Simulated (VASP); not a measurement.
# Ga in VASP: notebook, part 2 of 2

VASP 6.6.1. Earlier steps stand in the parts before.

## (4) Single point, PBE

This run uses another cell than the first one: it holds 4 atoms, not 1.

Contents of INCAR:

```
PREC     = Accurate       # precision mode
ENCUT    = 500            # plane-wave cutoff, eV
EDIFF    = 1E-6           # SCF threshold, eV
ISMEAR   = 0              # smearing method
SIGMA    = 0.1            # smearing width, eV
LREAL    = False          # projectors in reciprocal space
LASPH    = True           # aspherical terms in the spheres
NELM     = 120            # most SCF steps
ALGO     = Normal         # electronic algorithm
ISIF     = 2              # what is computed and relaxed
LWAVE    = False          # write WAVECAR
LCHARG   = False          # write CHGCAR
GGA      = PE             # functional
NBANDS   = 34             # bands
GGA_COMPAT= False
```

Contents of KPOINTS:

```
Automatic mesh
0
Gamma
  4 4 4
```

Contents of POSCAR:

```
Ga
1.0
    4.2175370182      0.0000000000      0.0000000000
    0.0000000000      4.2175370182      0.0000000000
    0.0000000000      0.0000000000      4.2175370182
Ga
4
Direct
    0.0011204480      0.0011204480      0.0011204480
    0.4988795520      0.9988795520      0.5011204480
    0.5011204480      0.4988795520      0.9988795520
    0.9988795520      0.5011204480      0.4988795520
```

Potentials or basis: VASP PAW PBE potentials, release 64 (Ga_d).

Started as:

```console
$ cat potpaw_PBE.64/Ga_d/POTCAR > POTCAR
$ mpirun -np 1 vasp_std > vasp.out
```

OUTCAR:

```text
PREC = Accurate
   ENCUT = 500
   EDIFF = 1E-6
   ISMEAR = 0
   LREAL = False
   LASPH = True
   NELM = 120
   ISIF = 2
   GGA = PE

 ion  position               nearest neighbor table
   1  0.001  0.001  0.001-
   2  0.499  0.999  0.501-
   3  0.501  0.499  0.999-
   4  0.999  0.501  0.499-

  LATTYP: Found a simple cubic cell.
 ALAT       =     4.2175370182

  Lattice vectors:

 A1 = (   4.2175370182,   0.0000000000,   0.0000000000)
 A2 = (   0.0000000000,   4.2175370182,   0.0000000000)
 A3 = (   0.0000000000,   0.0000000000,   4.2175370182)

Analysis of symmetry for initial positions (statically):
=====================================================================
 Subroutine PRICEL returns:
 Original cell was already a primitive cell.

 Routine SETGRP: Setting up the symmetry group for a
 simple cubic supercell.

 Subroutine GETGRP returns: Found 12 space group operations
 (whereof  3 operations were pure point group operations)
 out of a pool of 48 trial point group operations.

The static configuration has the point symmetry C_3 .
 The point group associated with its full space group is T   .

Analysis of symmetry for dynamics (positions and initial velocities):
=====================================================================
 Subroutine PRICEL returns:
 Original cell was already a primitive cell.

 Routine SETGRP: Setting up the symmetry group for a
 simple cubic supercell.

 Subroutine GETGRP returns: Found 12 space group operations
 (whereof  3 operations were pure point group operations)
 out of a pool of 48 trial point group operations.

The dynamic configuration has the point symmetry C_3 .
 The point group associated with its full space group is T   .

 Subroutine INISYM returns: Found 12 space group operations
 (whereof  3 operations are pure point group operations),
 and found     1 'primitive' translations

----------------------------------------------------------------------------------------

                                     Primitive cell

  volume of cell :      75.0199

  direct lattice vectors                    reciprocal lattice vectors
     4.217537018  0.000000000  0.000000000     0.237105210  0.000000000  0.000000000
     0.000000000  4.217537018  0.000000000     0.000000000  0.237105210  0.000000000
     0.000000000  0.000000000  4.217537018     0.000000000  0.000000000  0.237105210

  length of vectors
     4.217537018  4.217537018  4.217537018     0.237105210  0.237105210  0.237105210

  position of ions in fractional coordinates (direct lattice)
     0.001120448  0.001120448  0.001120448
     0.498879552  0.998879552  0.501120448
     0.501120448  0.498879552  0.998879552
     0.998879552  0.501120448  0.498879552

  ion indices of the primitive-cell ions
   primitive index   ion index
                 1           1
                 2           2
                 3           3
                 4           4

----------------------------------------------------------------------------------------

 KPOINTS: Automatic mesh

Automatic generation of k-mesh.
 Grid dimensions read from file:
 generate k-points for:    4    4    4

 Generating k-lattice:

  Cartesian coordinates                     Fractional coordinates (reciprocal lattice)
     0.059276302  0.000000000  0.000000000     0.250000000  0.000000000  0.000000000
     0.000000000  0.059276302  0.000000000     0.000000000  0.250000000  0.000000000
     0.000000000  0.000000000  0.059276302     0.000000000  0.000000000  0.250000000

  Length of vectors
     0.059276302  0.059276302  0.059276302

  Shift w.r.t. Gamma in fractional coordinates (k-lattice)
     0.000000000  0.000000000  0.000000000

 Subroutine IBZKPT returns following result:
 ===========================================

 Found     11 irreducible k-points:

 Following reciprocal coordinates:
            Coordinates               Weight
  0.000000  0.000000  0.000000      1.000000
  0.250000  0.000000  0.000000      6.000000
  0.500000  0.000000  0.000000      3.000000
  0.250000  0.250000  0.000000     12.000000
  0.500000  0.250000  0.000000      6.000000
 -0.250000  0.500000  0.000000      6.000000
  0.500000  0.500000  0.000000      3.000000
  0.250000  0.250000  0.250000      8.000000
  0.500000  0.250000  0.250000     12.000000
  0.500000  0.500000  0.250000      6.000000
  0.500000  0.500000  0.500000      1.000000
   k-points           NKPTS =     11   k-points in BZ     NKDIM =     11   number of bands    NBANDS=     34
   number of dos      NEDOS =    301   number of ions     NIONS =      4
   total plane-waves  NPLWV =  32768
   dimension x,y,z NGX =    32 NGY =   32 NGZ =   32
   dimension x,y,z NGXF=    64 NGYF=   64 NGZF=   64
   ions per type =               4
   NGX,Y,Z   is equivalent  to a cutoff of  12.61, 12.61, 12.61 a.u.
   NGXF,Y,Z  is equivalent  to a cutoff of  25.23, 25.23, 25.23 a.u.
 SYSTEM =  unknown system
   PREC   = accura    normal or accurate (medium, high low for compatibility)
   ISTART =      0    job   : 0-new  1-cont  2-samecut
   ICHARG =      2    charge: 1-file 2-atom 10-const
   ISPIN  =      1    spin polarized calculation?
   LNONCOLLINEAR =      F non collinear calculations
   LSORBIT =      F    spin-orbit coupling
   LASPH  =      T    aspherical Exc in radial PAW
   ENCUT  =  500.0 eV  36.75 Ry    6.06 a.u.   7.69  7.69  7.69*2*pi/ulx,y,z
   NELM   =    120;   NELMIN=  2; NELMDL= -5     # of ELM steps
   EDIFF  = 0.1E-05   stopping-criterion for ELM
   LREAL  =      F    real-space projection
   EDIFFG = 0.1E-04   stopping-criterion for IOM
   NSW    =      0    number of steps for IOM
   IBRION =     -1    ionic relax: 0-MD 1-quasi-New 2-CG
   NFREE  =      0    steps in history (QN), initial steepest desc. (CG)
   ISIF   =      2    stress and relaxation
   ISYM   =      2    0-nonsym 1-usesym 2-fastsym
   POTIM  = 0.5000    time-step for ionic-motion
   TEBEG  =    0.0;   TEEND  =   0.0 temperature during run
   PSTRESS=    0.0 pullay stress
   NELECT =      52.0000    total number of electrons
   NUPDOWN=      -1.0000    fix difference up-down
   EMIN   =  10.00;   EMAX   =-10.00  energy-range for DOS
   EFERMI =   0.00;   METHOD = LEGACY
   ISMEAR =     0;   SIGMA  =   0.10  broadening in eV -4-tet -1-fermi 0-gaus
   EFERMI_NEDOS =   21; number of points for ismear=-14 and -15
   IALGO  =     38    algorithm
   IMIX   =      4    mixing-type and parameters
     AMIX     =   0.40;   BMIX     =  1.00
     AMIX_MAG =   1.60;   BMIX_MAG =  1.00
  volume/ion in A,a.u.               =      18.75       126.56
  Fermi-wavevector in a.u.,A,eV,Ry     =   1.448829  2.737889 28.560052  2.099105
  Thomas-Fermi vector in A             =   2.566625
   LORBIT       =      0    0 simple, 1 ext, 2 COOP (PROOUT), +10 PAW based schemes
   GGA     = PE    functional components
   LHFCALC =     F    Hartree Fock is set to
   AEXX    =    0.0000 exact exchange contribution
   IVDW    =     0    specifies the selected vdW correction
   LEPSILON=     F    determine dielectric tensor
   LRPA    =     F    only Hartree local field effects (RPA)
 non-spin polarized calculation
 Gauss-broadening in eV      SIGMA  =   0.10
  energy-cutoff  :      500.00
  volume of cell :       75.02
 maximum number of plane-waves:      1935
 NGX is ok and might be reduce to    32

 number of electron      51.9999964 magnetization

 Free energy of the ion-electron system (eV)
  ---------------------------------------------------
  ext. energy  EPLUGINS =         0.00000000
  ---------------------------------------------------
  free energy    TOTEN  =       -11.55114663 eV

  energy without entropy =      -11.54604981  energy(sigma->0) =      -11.54859822

 E-fermi :   5.8604     XC(G=0): -11.0534

 val. band max:        5.4112614122   @ k =   0.2500   0.2500   0.0000
 cond. band min:       5.9876319145   @ k =  -0.2500   0.5000   0.0000
 fundamental gap:      0.5763705023
 Fermi energy:         5.8604418402

 k-point     1 :       0.0000    0.0000    0.0000
  band No.  band energies     occupation
      1      -9.4730      2.00000
      2      -9.4730      2.00000
      3      -9.4730      2.00000
      4      -9.4214      2.00000
      5      -9.4214      2.00000
      6      -9.4214      2.00000
[... 396 lines left out ...]
     33      15.5184      0.00000
     34      15.5184      0.00000

------------------------ aborting loop because EDIFF is reached ----------------------------------------

  FORCE on cell =-STRESS in cart. coord.  units (eV):
  Direction    XX          YY          ZZ          XY          YZ          ZX
  --------------------------------------------------------------------------------------
  -------------------------------------------------------------------------------------
  Total       -0.1062390     -0.1062390     -0.1062390     -0.0000000      0.0000000      0.0000000
  in kB       -2.2689122     -2.2689122     -2.2689122     -0.0000000      0.0000000      0.0000000
  external PRESSURE =      -2.2689122 kB  Pullay stress =       0.0000000 kB

 VOLUME and BASIS-vectors are now :
 -----------------------------------------------------------------------------
  energy-cutoff  :      500.00
  volume of cell :       75.02
      direct lattice vectors                 reciprocal lattice vectors
     4.217537018  0.000000000  0.000000000     0.237105210  0.000000000  0.000000000
     0.000000000  4.217537018  0.000000000     0.000000000  0.237105210  0.000000000
     0.000000000  0.000000000  4.217537018     0.000000000  0.000000000  0.237105210

 POSITION                                       TOTAL-FORCE (eV/Angst)
 -----------------------------------------------------------------------------------
      0.00473      0.00473      0.00473        -0.003793     -0.003793     -0.003793
      2.10404      4.21281      2.11349         0.003793      0.003793     -0.003793
      2.11349      2.10404      4.21281        -0.003793      0.003793      0.003793
      4.21281      2.11349      2.10404         0.003793     -0.003793      0.003793
 -----------------------------------------------------------------------------------
    total drift:                                0.000000      0.000000     -0.000000

  FREE ENERGIE OF THE ION-ELECTRON SYSTEM (eV)
  ---------------------------------------------------
  free  energy   TOTEN  =       -11.5511466260 eV

  energy  without entropy=      -11.5460498122  energy(sigma->0) =      -11.54859822
```

It took 20 s on 1 thread of Intel Xeon Platinum 8559C (Emerald Rapids), shared host; peak memory 0.17 GiB.

Results:

| Item | Value |
| --- | --- |
| Free energy | -11.5511 eV |
| Pressure | -0.2 GPa |
| Largest force | 0.007 eV/Å |
| Band gap on the k mesh | zero (band 26 reaches 7.54 eV, above the bottom of band 27 at 1.62 eV) |

Forces on the atoms (eV/Å):
```
Ga  -0.004 -0.004 -0.004
Ga   0.004  0.004 -0.004
Ga  -0.004  0.004  0.004
Ga   0.004 -0.004  0.004
```

Caveat: the k points lie up to 0.37 Å⁻¹ apart.

## (5) Overview

```csv
task,cell,k mesh,cutoff (eV),gap on the mesh (eV),pressure (GPa)
single point,"a = 2.991 Å, angles 60.0°, 1 atom",22 × 22 × 22,520,none,0.1
relaxation of cell and atoms,"relaxed from a = 2.982 Å, angles 60.0°, 1 atom",22 × 22 × 22,600,none,0.0
single point,"a = 4.218 Å, 4 atoms",4 × 4 × 4,500,none,-0.2
```

Alike in all rows: level PBE; potentials or basis VASP PAW PBE potentials, release 64 (Ga_d); no spin polarisation; smearing gaussian 0.1 eV.

Caveats: some runs use coarse meshes.

Absolute energies hang on the potentials; compare differences alone.
